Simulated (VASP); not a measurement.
BAs: single point with LDA

The system is BAs.

```
CELL_PARAMETERS angstrom
0.00000 2.19742 2.48404
2.19742 0.00000 2.48404
2.19742 2.19742 0.00000
ATOMIC_POSITIONS crystal
B 0.00000 0.00000 0.00000
As 0.75000 0.75000 0.75000
```

This cell differs from its parent crystal: strain -0.080 along x and y, +0.040 along z.

```json
{"Program": "VASP 6.6.1", "Task": "single point", "Functional": "LDA", "Potentials or basis": "VASP PAW LDA potentials, release 64 (B, As_d)", "Cutoff": "600 eV", "k mesh": "10 × 10 × 10", "Occupations": "gaussian, width 0.05 eV", "Spin": "no spin polarisation"}
```

| Property | Result |
| --- | --- |
| Pressure | 17.9 GPa |

Stress tensor (GPa, compression positive):
```
29.15  0.00  0.00
 0.00 29.15  0.00
 0.00  0.00 -4.63
```

Levels at points of the mesh, in eV from the Fermi level:
| k point | band 5 | band 6 | band 7 | band 8 | band 9 | band 10 | band 11 | band 12 | band 13 | band 14 |
| --- | --- | --- | --- | --- | --- | --- | --- | --- | --- | --- |
| (0.00, 0.00, 0.00) | -36.51 | -17.08 | -1.47 | 0.01 | 0.01 | 2.79 | 2.79 | 3.55 | 5.61 | 9.66 |
| (0.50, 0.00, 0.00) | -36.50 | -13.70 | -10.19 | -3.38 | -1.61 | 1.85 | 5.06 | 5.08 | 8.68 | 12.56 |
| (0.50, 0.50, 0.00) | -36.51 | -13.07 | -10.33 | -4.17 | -4.17 | 1.83 | 1.99 | 11.90 | 11.90 | 12.27 |
| (0.50, 0.00, 0.50) | -36.49 | -11.82 | -9.24 | -5.59 | -5.33 | 0.21 | 0.37 | 10.42 | 12.30 | 13.09 |

It used 64 s of CPU time on 1 thread of AMD EPYC 7R13 Processor (Zen 3), on a shared host.

Caveat: the cell differs from its parent crystal (strain -0.080 along x and y, +0.040 along z).
